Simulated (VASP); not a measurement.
Input of a VASP 6.6.1 run:

File INCAR:

```
ALGO = Normal
EDIFF = 1E-6
ENCUT = 520
GGA = PS
ISIF = 2
ISMEAR = -1
LASPH = T
LCHARG = F
LREAL = F
LWAVE = F
NBANDS = 25
NELM = 80
PREC = Accurate
SIGMA = 0.05
```

Contents of KPOINTS:

```
k-points
0
Gamma
  10 10 3
```

The input POSCAR:

```
Zn
1.0
    2.2681701736     -1.3084870100      0.0000000000
    2.2681701736      1.3084870100      0.0000000000
   -1.5917165425      0.0000000000      7.4464163557
Zn
3
Direct
    0.7780178600      0.7780178600      0.3345049800
    0.2219821400      0.2219821400      0.6654950200
    0.0000000000      0.0000000000      0.0000000000
```

Potentials or basis: VASP PAW PBE potentials, release 64 (Zn).

Command:

```console
$ cat potpaw_PBE.64/Zn/POTCAR > POTCAR
$ mpirun -np 1 vasp_std > vasp.out
```

Estimate the pressure.

-2.2 GPa.

Estimate the band gap on the k mesh.

zero (bands 18 and 19 overlap by 3.64 eV).

Predict the largest force.

0.005 eV/Å.

Stress tensor (GPa, compression positive):
```
-1.38  0.00 -0.60
 0.00 -1.97  0.00
-0.60  0.00 -3.28
```

Caveat: the PAW data sets were made with another functional, which shifts forces and pressure a little.
